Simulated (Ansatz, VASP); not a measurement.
## Ca: VASP beside Ansatz

The input POSCAR:

```
Ca
1.0
    0.0000000000      2.7562817604      2.7562817604
    2.7562817604      0.0000000000      2.7562817604
    2.7562817604      2.7562817604      0.0000000000
Ca
1
Direct
    0.0000000000      0.0000000000      0.0000000000
```

File INCAR.step1:

```
  ALGO = Normal
  EDIFF = 1E-4
  ENCUT = 520
  GGA = PE
  ISMEAR = 0
  LASPH = T
  LCHARG = F
  LREAL = F
  LWAVE = T
  NBANDS = 11
  NELM = 80
  PREC = Accurate
  SIGMA = 0.1
```

Contents of INCAR.step2:

```
  ALGO = Normal
  EDIFF = 1E-6
  ENCUT = 520
  ISIF = 2
  ISMEAR = 0
  ISTART = 1
  LASPH = T
  LCHARG = F
  LMIXTAU = T
  LREAL = F
  LWAVE = F
  METAGGA = R2SCAN
  NBANDS = 11
  NELM = 80
  PREC = Accurate
  SIGMA = 0.1
```

Contents of KPOINTS:

```
k-points
0
Gamma
  14 14 14
```

Input for Ansatz:

```yaml
crystal:
  lattice:
    - [0.0, 2.7562817604, 2.7562817604]
    - [2.7562817604, 0.0, 2.7562817604]
    - [2.7562817604, 2.7562817604, 0.0]
  atoms:
    - { symbol: Ca, position: [0.0, 0.0, 0.0] }
basis:
  ecutwfc: 500
kpoints:
  mp_grid: { grid: [14, 14, 14] }
hamiltonian:
  xc: r2scan
scf:
  occupations: { method: gaussian, width: 0.1 }
output:
  forces: true
  stress: true
  eigenvalues: true
```

Alike in both runs: task single point; functional r2SCAN; k mesh 14 × 14 × 14; occupations gaussian, width 0.1 eV; no spin polarisation.

|  | VASP | Ansatz |
| --- | --- | --- |
| version | VASP 6.6.1 | Ansatz 0.2.0 |
| potentials or method | VASP PAW PBE potentials, release 64 (Ca_sv), cutoff 520 eV | scalar-relativistic, plane waves, PAW |
| valence electrons in the cell | 10 | 10 |

|  | VASP | Ansatz | Ansatz less VASP |
| --- | --- | --- | --- |
| gap on the k mesh at the Fermi level (eV) | none | none | - |
| pressure (GPa) | 0.6 | 0.6 | -0.05 |

VASP's potentials were made for PBE, not for r2SCAN. A gap of «none» marks a metal or a gap that the smearing closes. The functional is the same, so the differences come from potentials, cutoffs and numerics.
